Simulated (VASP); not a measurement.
# Ni (I4/mmm) in VASP: a series of runs

Runs on Ni. Level: LDA. Tasks: single point.

All numbers are computed with VASP 6.6.1; they aren't measurements. Logs are shortened: lines on timing, memory, paths and dates and some standing lists are left out, and cuts for length are marked.

### 1 The cell of the first run

Symmetry: I4/mmm, No. 139, tetragonal system. Conventional cell: a = 2.603 Å, b = 2.603 Å, c = 2.911 Å, α = 90.00°, β = 90.00°, γ = 90.00°. Within 3.1 Å of Ni (site symmetry 4/mmm) lie 14 Ni at 2.35 to 2.91 Å.

### 2 Single point, LDA, collinear spin, ferromagnetic start

The input, INCAR:

```
PREC     = Accurate       # precision mode
ENCUT    = 690            # plane-wave cutoff, eV
EDIFF    = 1E-6           # SCF threshold, eV
ISMEAR   = 0              # smearing method
SIGMA    = 0.15           # smearing width, eV
LREAL    = F              # projectors in reciprocal space
LASPH    = T              # aspherical terms in the spheres
NELM     = 200            # most SCF steps
ALGO     = Normal         # electronic algorithm
ISIF     = 2              # what is computed and relaxed
LWAVE    = F              # write WAVECAR
LCHARG   = F              # write CHGCAR
ISPIN    = 2              # spin polarisation
MAGMOM   = 0.7            # initial moments
LORBIT   = 11             # projections on sites
LMAXMIX  = 4              # l up to which the mixer works
GGA      = CA             # functional
NBANDS   = 19             # bands
GGA_COMPAT= F
```

The input, KPOINTS:

```
Automatic mesh
0
Gamma
  22 22 22
```

The input, POSCAR:

```
Ni
1.0
    0.0000000000      1.8405354842      1.4553071270
    1.8405354842      0.0000000000      1.4553071270
    1.8405354842      1.8405354842      0.0000000000
Ni
1
Direct
    0.0000000000      0.0000000000      0.0000000000
```

Potentials or basis: VASP PAW LDA potentials, release 64 (Ni_sv_GW).

On the command line:

```console
> cat potpaw_LDA.64/Ni_sv_GW/POTCAR > POTCAR
> mpirun -np 1 vasp_std > vasp.out
```

OUTCAR:

```text
PREC = Accurate
   ENCUT = 690
   EDIFF = 1E-6
   ISMEAR = 0
   LREAL = F
   LASPH = T
   NELM = 200
   ISIF = 2
   ISPIN = 2
   LORBIT = 11
   GGA = CA

 ion  position               nearest neighbor table
   1  0.000  0.000  0.000-

  LATTYP: Found a body centered tetragonal cell.
 ALAT       =     2.6029102438
 C/A-ratio  =     1.1182153749

  Lattice vectors:

 A1 = (   0.0000000000,  -1.8405354842,  -1.4553071270)
 A2 = (   0.0000000000,   1.8405354842,  -1.4553071270)
 A3 = (   1.8405354842,   0.0000000000,   1.4553071270)

Analysis of symmetry for initial positions (statically):
=====================================================================
 Subroutine PRICEL returns:
 Original cell was already a primitive cell.

 Routine SETGRP: Setting up the symmetry group for a
 body centered tetragonal supercell.

 Subroutine GETGRP returns: Found 16 space group operations
 (whereof 16 operations were pure point group operations)
 out of a pool of 16 trial point group operations.

The static configuration has the point symmetry D_4h.

Analysis of symmetry for dynamics (positions and initial velocities):
=====================================================================
 Subroutine PRICEL returns:
 Original cell was already a primitive cell.

 Routine SETGRP: Setting up the symmetry group for a
 body centered tetragonal supercell.

 Subroutine GETGRP returns: Found 16 space group operations
 (whereof 16 operations were pure point group operations)
 out of a pool of 16 trial point group operations.

The dynamic configuration has the point symmetry D_4h.

Analysis of structural, dynamic, and magnetic symmetry:
=====================================================================
 Subroutine PRICEL returns:
 Original cell was already a primitive cell.

 Routine SETGRP: Setting up the symmetry group for a
 body centered tetragonal supercell.

 Subroutine GETGRP returns: Found 16 space group operations
 (whereof 16 operations were pure point group operations)
 out of a pool of 16 trial point group operations.

The overall configuration has the point symmetry D_4h.

 Subroutine INISYM returns: Found 16 space group operations
 (whereof 16 operations are pure point group operations),
 and found     1 'primitive' translations

----------------------------------------------------------------------------------------

                                     Primitive cell

  volume of cell :       9.8599

  direct lattice vectors                    reciprocal lattice vectors
     0.000000000  1.840535484  1.455307127    -0.271660071  0.271660071  0.343570090
     1.840535484  0.000000000  1.455307127     0.271660071 -0.271660071  0.343570090
     1.840535484  1.840535484  0.000000000     0.271660071  0.271660071 -0.343570090

  length of vectors
     2.346377997  2.346377997  2.602910244     0.515401586  0.515401586  0.515401586

  position of ions in fractional coordinates (direct lattice)
     0.000000000  0.000000000  0.000000000

  ion indices of the primitive-cell ions
   primitive index   ion index
                 1           1

----------------------------------------------------------------------------------------

 KPOINTS: Automatic mesh

Automatic generation of k-mesh.
 Grid dimensions read from file:
 generate k-points for:   22   22   22

 Generating k-lattice:

  Cartesian coordinates                     Fractional coordinates (reciprocal lattice)
    -0.012348185  0.012348185  0.015616822     0.045454545  0.000000000  0.000000000
     0.012348185 -0.012348185  0.015616822     0.000000000  0.045454545  0.000000000
     0.012348185  0.012348185 -0.015616822    -0.000000000 -0.000000000  0.045454545

  Length of vectors
     0.023427345  0.023427345  0.023427345

  Shift w.r.t. Gamma in fractional coordinates (k-lattice)
     0.000000000  0.000000000  0.000000000

 Subroutine IBZKPT returns following result:
 ===========================================

 Found    834 irreducible k-points:

 Following reciprocal coordinates:
            Coordinates               Weight
  0.000000  0.000000  0.000000      1.000000
  0.045455  0.000000  0.000000      8.000000
  0.090909  0.000000  0.000000      8.000000
  0.136364  0.000000  0.000000      8.000000
  0.181818  0.000000  0.000000      8.000000
  0.227273  0.000000  0.000000      8.000000
[... 16 lines left out ...]
  0.500000  0.045455  0.000000      8.000000
 -0.454545  0.045455  0.000000      8.000000
 [... further k-points ...]
   k-points           NKPTS =    834   k-points in BZ     NKDIM =    834   number of bands    NBANDS=     19
   number of dos      NEDOS =    301   number of ions     NIONS =      1
   total plane-waves  NPLWV =   9600
   dimension x,y,z NGX =    20 NGY =   20 NGZ =   24
   dimension x,y,z NGXF=    40 NGYF=   40 NGZF=   48
   ions per type =               1
   NGX,Y,Z   is equivalent  to a cutoff of  14.17, 14.17, 15.33 a.u.
   NGXF,Y,Z  is equivalent  to a cutoff of  28.34, 28.34, 30.66 a.u.
 SYSTEM =  unknown system
   PREC   = accura    normal or accurate (medium, high low for compatibility)
   ISTART =      0    job   : 0-new  1-cont  2-samecut
   ICHARG =      2    charge: 1-file 2-atom 10-const
   ISPIN  =      2    spin polarized calculation?
   LNONCOLLINEAR =      F non collinear calculations
   LSORBIT =      F    spin-orbit coupling
   LASPH  =      T    aspherical Exc in radial PAW
   ENCUT  =  690.0 eV  50.71 Ry    7.12 a.u.   5.03  5.03  5.57*2*pi/ulx,y,z
   NELM   =    200;   NELMIN=  2; NELMDL= -5     # of ELM steps
   EDIFF  = 0.1E-05   stopping-criterion for ELM
   LREAL  =      F    real-space projection
   EDIFFG = 0.1E-04   stopping-criterion for IOM
   NSW    =      0    number of steps for IOM
   IBRION =     -1    ionic relax: 0-MD 1-quasi-New 2-CG
   NFREE  =      0    steps in history (QN), initial steepest desc. (CG)
   ISIF   =      2    stress and relaxation
   ISYM   =      2    0-nonsym 1-usesym 2-fastsym
   POTIM  = 0.5000    time-step for ionic-motion
   TEBEG  =    0.0;   TEEND  =   0.0 temperature during run
   PSTRESS=    0.0 pullay stress
   NELECT =      18.0000    total number of electrons
   NUPDOWN=      -1.0000    fix difference up-down
   EMIN   =  10.00;   EMAX   =-10.00  energy-range for DOS
   EFERMI =   0.00;   METHOD = LEGACY
   ISMEAR =     0;   SIGMA  =   0.15  broadening in eV -4-tet -1-fermi 0-gaus
   EFERMI_NEDOS =   21; number of points for ismear=-14 and -15
   IALGO  =     38    algorithm
   IMIX   =      4    mixing-type and parameters
     AMIX     =   0.40;   BMIX     =  1.00
     AMIX_MAG =   1.60;   BMIX_MAG =  1.00
  volume/ion in A,a.u.               =       9.86        66.54
  Fermi-wavevector in a.u.,A,eV,Ry     =   2.000820  3.781001 54.467932  4.003280
  Thomas-Fermi vector in A             =   3.016184
   LORBIT       =     11    0 simple, 1 ext, 2 COOP (PROOUT), +10 PAW based schemes
   GGA     = CA    functional components
   LHFCALC =     F    Hartree Fock is set to
   AEXX    =    0.0000 exact exchange contribution
   IVDW    =     0    specifies the selected vdW correction
   LEPSILON=     F    determine dielectric tensor
   LRPA    =     F    only Hartree local field effects (RPA)
 spin polarized calculation
 Gauss-broadening in eV      SIGMA  =   0.15
  energy-cutoff  :      690.00
  volume of cell :        9.86
 maximum number of plane-waves:       422
   NGX = 11   NGY = 11   NGZ = 11

 number of electron      17.9999990 magnetization       0.4341955

 Free energy of the ion-electron system (eV)
  ---------------------------------------------------
  ext. energy  EPLUGINS =         0.00000000
  ---------------------------------------------------
  free energy    TOTEN  =        -7.37717640 eV

  energy without entropy =       -7.35708583  energy(sigma->0) =       -7.36713112

 E-fermi :   8.6036     XC(G=0): -14.9758

 val. band max:        8.6031287796   @ k =   0.3636   0.2273   0.0909
 cond. band min:       8.6039685610   @ k =  -0.4091   0.0455   0.4545
 fundamental gap:      0.0008397814
 Fermi energy:         8.6035578609

 spin component 1

 k-point     1 :       0.0000    0.0000    0.0000
  band No.  band energies     occupation
      1     -93.7806      1.00000
      2     -54.5953      1.00000
      3     -54.5953      1.00000
      4     -54.5583      1.00000
      5      -1.0581      1.00000
      6       5.9605      1.00000
[... 11 lines left out ...]
     18      42.4222      0.00000
     19      45.3989      0.00000

 k-point     2 :       0.0455    0.0000    0.0000
  band No.  band energies     occupation
      1     -93.7792      1.00000
      2     -54.5992      1.00000
      3     -54.5972      1.00000
      4     -54.5609      1.00000
      5      -0.9684      1.00000
      6       5.9603      1.00000
[... 11 lines left out ...]
     18      43.9376      0.00000
     19      44.4310      0.00000

 k-point     3 :       0.0909    0.0000    0.0000
  band No.  band energies     occupation
      1     -93.7758      1.00000
      2     -54.6138      1.00000
      3     -54.6031      1.00000
      4     -54.5665      1.00000
      5      -0.7022      1.00000
      6       5.9555      1.00000
[... 434 lines left out ...]
      1     -93.7206      1.00000
      2     -54.9124      1.00000
      3     -54.6959      1.00000
      4     -54.5796      1.00000
      5       3.4413      1.00000
      6       5.3752      1.00000
[... 11 lines left out ...]
     18      51.5291      0.00000
     19      59.7726      0.00000

 k-point    24 :      -0.4545    0.0455    0.0000
  band No.  band energies     occupation
      1     -93.7214      1.00000
      2     -54.9070      1.00000
      3     -54.6937      1.00000
      4     -54.5801      1.00000
      5       3.4205      1.00000
      6       5.3883      1.00000
[... 11 lines left out ...]
     18      52.6550      0.00000
     19      58.7794      0.00000

 [... further k-points ...]

 spin component 2

 k-point     1 :       0.0000    0.0000    0.0000
  band No.  band energies     occupation
      1     -93.2567      1.00000
      2     -54.0834      1.00000
      3     -54.0834      1.00000
      4     -54.0538      1.00000
      5      -1.0199      1.00000
      6       6.4173      1.00000
[... 11 lines left out ...]
     18      42.4340      0.00000
     19      45.5447      0.00000

 k-point     2 :       0.0455    0.0000    0.0000
  band No.  band energies     occupation
      1     -93.2553      1.00000
      2     -54.0874      1.00000
      3     -54.0853      1.00000
      4     -54.0564      1.00000
      5      -0.9301      1.00000
      6       6.4164      1.00000
[... 11 lines left out ...]
     18      44.0150      0.00000
     19      44.5919      0.00000

 k-point     3 :       0.0909    0.0000    0.0000
  band No.  band energies     occupation
      1     -93.2518      1.00000
      2     -54.1031      1.00000
      3     -54.0913      1.00000
      4     -54.0613      1.00000
      5      -0.6635      1.00000
      6       6.4089      1.00000
[... 434 lines left out ...]
      1     -93.1957      1.00000
      2     -54.4102      1.00000
      3     -54.1857      1.00000
      4     -54.0721      1.00000
      5       3.7131      1.00000
      6       5.7865      1.00000
[... 11 lines left out ...]
     18      51.6276      0.00000
     19      59.8420      0.00000

 k-point    24 :      -0.4545    0.0455    0.0000
  band No.  band energies     occupation
      1     -93.1966      1.00000
      2     -54.4047      1.00000
      3     -54.1835      1.00000
      4     -54.0727      1.00000
      5       3.6847      1.00000
      6       5.7999      1.00000
[... 11 lines left out ...]
     18      52.7480      0.00000
     19      58.8109      0.00000

 [... further k-points ...]

------------------------ aborting loop because EDIFF is reached ----------------------------------------

  FORCE on cell =-STRESS in cart. coord.  units (eV):
  Direction    XX          YY          ZZ          XY          YZ          ZX
  --------------------------------------------------------------------------------------
  -------------------------------------------------------------------------------------
  Total        0.1699092      0.1699092      0.7003246      0.0000000      0.0000000     -0.0000000
  in kB       27.6092425     27.6092425    113.7985999      0.0000000      0.0000000     -0.0000000
  external PRESSURE =      56.3390283 kB  Pullay stress =       0.0000000 kB

 VOLUME and BASIS-vectors are now :
 -----------------------------------------------------------------------------
  energy-cutoff  :      690.00
  volume of cell :        9.86
      direct lattice vectors                 reciprocal lattice vectors
     0.000000000  1.840535484  1.455307127    -0.271660071  0.271660071  0.343570090
     1.840535484  0.000000000  1.455307127     0.271660071 -0.271660071  0.343570090
     1.840535484  1.840535484  0.000000000     0.271660071  0.271660071 -0.343570090

 POSITION                                       TOTAL-FORCE (eV/Angst)
 -----------------------------------------------------------------------------------
      0.00000      0.00000      0.00000         0.000000      0.000000      0.000000
 -----------------------------------------------------------------------------------
    total drift:                                0.000000      0.000000      0.000000

  FREE ENERGIE OF THE ION-ELECTRON SYSTEM (eV)
  ---------------------------------------------------
  free  energy   TOTEN  =        -7.3771764008 eV

  energy  without entropy=       -7.3570858308  energy(sigma->0) =       -7.36713112

 total charge

# of ion       s       p       d       f       tot
--------------------------------------------------
    1        2.258   6.345   7.847   0.007  16.457

 magnetization (x)

# of ion       s       p       d       f       tot
--------------------------------------------------
    1       -0.000  -0.007   0.456  -0.000   0.449
```

Wall time 3.2 min (1 thread of Intel Xeon 6975P-C (Granite Rapids), shared host); peak memory 0.48 GiB.

Results:

- Free energy: -7.3772 eV
- Pressure: 5.6 GPa
- Net moment: 0.43 μB per cell
- Site moments: Ni +0.45 μB
- Valence electrons inside the program's atomic spheres: Ni 16.46

Caveat: the cell differs from its parent crystal (strain +e along x and -e along y +0.0000, strain +e along z and -e/2 along x and y -0.1500); the stress differs along the axes, from 3 to 11 GPa.

### 3 Single point, LDA, collinear spin, ferromagnetic start

The input, INCAR:

```
PREC = Accurate ; ENCUT = 690
EDIFF = 1E-6 ; ISMEAR = 0
SIGMA = 0.15 ; LREAL = F
LASPH = T ; NELM = 200
ALGO = Normal ; ISIF = 2
LWAVE = F ; LCHARG = F
ISPIN = 2 ; MAGMOM = 0.7
LORBIT = 11 ; LMAXMIX = 4
GGA = CA ; NBANDS = 19
GGA_COMPAT = F
```

KPOINTS is that of step 2.

The input, POSCAR:

```
Ni
1.0
    0.0000000000      1.7763307580      1.5837165794
    1.7763307580      0.0000000000      1.5837165794
    1.7763307580      1.7763307580      0.0000000000
Ni
1
Direct
    0.0000000000      0.0000000000      0.0000000000
```

Potentials or basis: VASP PAW LDA potentials, release 64 (Ni_sv_GW).

On the command line:

```console
> cat potpaw_LDA.64/Ni_sv_GW/POTCAR > POTCAR
> mpirun -np 1 vasp_std > vasp.out
```

It took 3.1 min on 1 thread of Intel Xeon 6975P-C (Granite Rapids), shared host; peak memory 0.49 GiB.

It converged, with:

```
Free energy                                           : -7.4351 eV
Pressure                                              : 0.2 GPa
Net moment                                            : 0.56 μB per cell
Site moments                                          : Ni +0.58 μB
Valence electrons inside the program's atomic spheres : Ni 16.44
```

Stress tensor (GPa, compression positive):
```
-3.32  0.00  0.00
 0.00 -3.32  0.00
 0.00  0.00  7.21
```

Levels at points of the mesh, in eV from the Fermi level:
Spin up:
```
           k point  band 5  band 6  band 7  band 8  band 9  band 10  band 11  band 12  band 13  band 14
(0.00, 0.00, 0.00)   -9.66   -2.73   -2.73   -2.01   -1.68    -0.89    24.55    28.26    28.26    30.10
(0.50, 0.00, 0.00)   -5.28   -2.98   -2.09   -0.60   -0.41    -0.26     6.43    21.92    24.10    27.10
(0.50, 0.50, 0.00)   -5.05   -4.67   -0.41   -0.22   -0.22     4.56    12.25    13.59    13.59    19.16
(0.50, 0.00, 0.50)   -5.19   -4.47   -0.50   -0.45   -0.06     1.56     9.01    16.55    16.85    21.70
```
Spin down:
| k point | band 7 | band 8 | band 9 | band 10 | band 11 | band 12 |
| --- | --- | --- | --- | --- | --- | --- |
| (0.00, 0.00, 0.00) | -2.16 | -1.44 | -1.14 | -0.37 | 24.53 | 28.28 |
| (0.50, 0.00, 0.00) | -1.57 | -0.38 | 0.00 | 0.37 | 6.80 | 21.91 |
| (0.50, 0.50, 0.00) | 0.16 | 0.45 | 0.45 | 4.62 | 12.50 | 13.67 |
| (0.50, 0.00, 0.50) | 0.09 | 0.13 | 0.62 | 1.60 | 9.29 | 16.60 |

Caveat: the cell differs from its parent crystal (strain +e along x and -e along y +0.0000, strain +e along z and -e/2 along x and y -0.0750); the stress differs along the axes, from -3 to 7 GPa.
